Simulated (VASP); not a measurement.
Write the native input for VASP 6.6.1 that does the following.

- Task: single point
- Functional: PBE
- Potentials or basis: VASP PAW PBE potentials, release 64 (Ti_sv, Si)
- Cutoff: 520 eV
- k mesh: 14 × 14 × 10
- Occupations: gaussian, width 0.1 eV
- Spin: no spin polarisation
- Dipole correction: no
- Further INCAR settings: ALGO = Normal; EDIFF = 1e-06; NBANDS = 17

The structure of TiSi2 lies in POSCAR:

```
TiSi2
1.0
    3.2025350234      0.0000000000      0.0000000000
    0.0000000000      3.2025350234      0.0000000000
    0.0000000000      0.0000000000      5.1746802694
Ti Si
1 2
Direct
    0.5000000000      0.5000000000      0.2873728736
    0.5000000000      0.5000000000      0.7917788366
    0.0000000000      0.0000000000      0.0250582198
```

One way to write it, as run:

INCAR

```
SYSTEM = TiSi2
PREC = Accurate
ENCUT = 520
EDIFF = 1E-6
ISMEAR = 0
SIGMA = 0.1
LREAL = .False.
LASPH = .True.
NELM = 100
ALGO = Normal
ISIF = 2
LWAVE = .False.
LCHARG = .False.
GGA = PE
NBANDS = 17
```

KPOINTS

```
Automatic mesh
0
Gamma
  14 14 10
  0 0 0
```

Potentials or basis: VASP PAW PBE potentials, release 64 (Ti_sv, Si).

Command:

```console
$ cat potpaw_PBE.64/Ti_sv/POTCAR potpaw_PBE.64/Si/POTCAR > POTCAR
$ mpirun -np 1 vasp_std > vasp.out
```

It gave:

```
Pressure               : -0.1 GPa
Largest force          : 0.007 eV/Å
Band gap on the k mesh : zero (band 10 reaches 7.78 eV, above the bottom of band 11 at 6.83 eV)
```

It took 2.2 min on 1 thread of Intel(R) Xeon(R) Platinum 8488C (Sapphire Rapids), with other jobs on the host, peak memory 0.3 GiB.
